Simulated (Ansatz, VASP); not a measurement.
## Y2TaN3 in VASP and in Ansatz

```xyz
6
Lattice="3.3138 0.0000 0.0000 -1.6569 2.8698 0.0000 0.0000 0.0000 8.2088" Properties=species:S:1:pos:R:3 pbc="T T T"
Y     0.0000    1.9132    5.5284
Y     1.6569    0.9566    2.6804
Ta    0.0000    0.0000    0.0000
N     0.0000    0.0000    4.1044
N     0.0000    1.9132    1.1680
N     1.6569    0.9566    7.0408
```

Change from the starting cell: species swapped into the Zr3HC2 type (P-3m1, No. 164).

Alike in both runs: functional PBE; k mesh 6 × 6 × 2; occupations gaussian, width 0.1 eV; no spin polarisation.

Ansatz relaxed the structure, and its values are those at the end. VASP's run is a single point on that final structure, the one shown.

|  | VASP | Ansatz |
| --- | --- | --- |
| version | VASP 6.6.1 | Ansatz 0.2.0 |
| potentials or method | VASP PAW PBE potentials, release 64 (Y_sv, Ta_pv, N), cutoff 520 eV | scalar-relativistic, plane waves, PAW |
| valence electrons in the cell | 48 | 50 |

```csv
,VASP,Ansatz,Ansatz less VASP
gap on the k mesh at the Fermi level (eV),none,none,-
pressure (GPa),-0.2,-0.1,+0.01
rms of the force components (eV/Å),0.013,0.003,-0.0101
```

A gap of «none» marks a metal or a gap that the smearing closes. With one functional, cell and mesh, what is left measures potentials, basis and numerics. VASP's potentials hold 48 valence electrons a cell and Ansatz's 50, so a difference there can come from the potentials and not from the codes.

The k mesh is coarse, so the values compare programs but aren't converged. Neither program's run includes spin-orbit coupling.
